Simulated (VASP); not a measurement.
A run of VASP 6.6.1 is set up as follows.

File POSCAR:

```
SiC
1.0
   -3.0751950066      0.0000000000      0.0000000000
   -1.5375975033     -2.6631969973      0.0000000000
   -0.3075195007      0.0000000000     10.0963337124
Si C
4 4
Direct
    0.2427281892      0.3333333333      0.9060514413
    0.2927281892      0.3333333333      0.4060514413
    0.6510615225      0.6666666667      0.1560514413
    0.6010615225      0.6666666667      0.6560514413
    0.3239384775      0.3333333333      0.0939485587
    0.2739384775      0.3333333333      0.5939485587
    0.6322718108      0.6666666667      0.3439485587
    0.5822718108      0.6666666667      0.8439485587
```

INCAR.step1

```
SYSTEM = SiC
PREC     = Accurate       ! precision mode
ENCUT    = 520            ! plane-wave cutoff, eV
ISMEAR   = 0              ! smearing method
SIGMA    = 0.05           ! smearing width, eV
LREAL    = .FALSE.        ! projectors in reciprocal space
LASPH    = .TRUE.         ! aspherical terms in the spheres
NELM     = 80             ! most SCF steps
NBANDS   = 26             ! bands
GGA      = PE             ! functional
ALGO     = Normal         ! electronic algorithm
EDIFF    = 1E-4           ! SCF threshold, eV
LWAVE    = .TRUE.         ! write WAVECAR
LCHARG   = .FALSE.        ! write CHGCAR
```

INCAR.step2

```
SYSTEM = SiC
PREC     = Accurate       ! precision mode
ENCUT    = 520            ! plane-wave cutoff, eV
EDIFF    = 1E-6           ! SCF threshold, eV
ISMEAR   = 0              ! smearing method
SIGMA    = 0.05           ! smearing width, eV
LREAL    = .FALSE.        ! projectors in reciprocal space
LASPH    = .TRUE.         ! aspherical terms in the spheres
NELM     = 80             ! most SCF steps
ALGO     = Normal         ! electronic algorithm
ISIF     = 2              ! what is computed and relaxed
LWAVE    = .FALSE.        ! write WAVECAR
LCHARG   = .FALSE.        ! write CHGCAR
METAGGA  = R2SCAN         ! meta-GGA
LMIXTAU  = .TRUE.       
NBANDS   = 26             ! bands
ISTART   = 1
```

Contents of KPOINTS:

```
regular mesh
0
G
  8 8 3
  0 0 0
```

Potentials or basis: VASP PAW PBE potentials, release 64 (Si, C).

Launch:

```bash
$ cat potpaw_PBE.64/Si/POTCAR potpaw_PBE.64/C/POTCAR > POTCAR
$ cp INCAR.step1 INCAR
$ mpirun -np 1 vasp_std > vasp.out
$ cp INCAR.step2 INCAR
$ mpirun -np 1 vasp_std > vasp.out
```

**Question.** Predict the band gap on the k mesh.

**Answer.** 2.71 eV, indirect (least direct gap 4.46 eV).

**Question.** Predict the pressure.

**Answer.** -0.3 GPa.

**Question.** Estimate the largest force.

**Answer.** 0.911 eV/Å.

Stress tensor (GPa, compression positive):
```
-0.87  0.57  4.56
 0.57 -0.02  0.24
 4.56  0.24 -0.16
```

Caveat: the PAW data sets were made with another functional, which shifts forces and pressure a little. r2SCAN opens gaps a little over a GGA but as a rule still falls short of measured ones.
